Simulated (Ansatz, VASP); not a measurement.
## Pt in VASP and in Ansatz

```
Pt
1.0
    -1.58186    1.58186    1.58186
     1.58186   -1.58186    1.58186
     1.58186    1.58186   -1.58186
Pt
1
Direct
  0.00000 0.00000 0.00000
```

Alike in both runs: functional PBE; k mesh 24 × 24 × 24; occupations gaussian, width 0.1 eV; no spin polarisation.

Ansatz relaxed the structure, and its values are those at the end. VASP's run is a single point on that final structure, the one shown.

```csv
,VASP,Ansatz
version,VASP 6.6.1,Ansatz 0.2.0
potentials or method,"VASP PAW PBE potentials, release 64 (Pt), cutoff 520 eV","scalar-relativistic, plane waves, PAW"
valence electrons in the cell,10,18
```

```tsv
	VASP	Ansatz	Ansatz less VASP
gap on the k mesh at the Fermi level (eV)	none	none	-
pressure (GPa)	-0.5	0.0	+0.45
```

A gap of «none» marks a metal or a gap that the smearing closes. VASP's potentials hold 10 valence electrons a cell and Ansatz's 18, so a difference there can come from the potentials and not from the codes.

Neither program's run includes spin-orbit coupling.
